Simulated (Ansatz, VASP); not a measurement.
Al: VASP beside Ansatz

```
Al
1.0
     0.00000    2.20251    1.88733
     2.20251    0.00000    1.88733
     2.20251    2.20251    0.00000
Al
1
Direct
  0.00000 0.00000 0.00000
```

Alike in both runs: task single point; functional PBE; dispersion D3(BJ); k mesh 22 × 22 × 22; occupations gaussian, width 0.15 eV; no spin polarisation.

```csv
,VASP,Ansatz
version,VASP 6.6.1,Ansatz 0.2.0
potentials or method,"VASP PAW PBE potentials, release 64 (Al), cutoff 520 eV","scalar-relativistic, plane waves, PAW"
valence electrons in the cell,3,3
```

```csv
,VASP,Ansatz,Ansatz less VASP
gap on the k mesh at the Fermi level (eV),none,none,-
pressure (GPa),-8.2,-8.2,0.00
"traceless stress, the component that is largest in VASP (GPa)",3.37,3.37,-0.006
```

A gap of «none» marks a metal or a gap that the smearing closes.
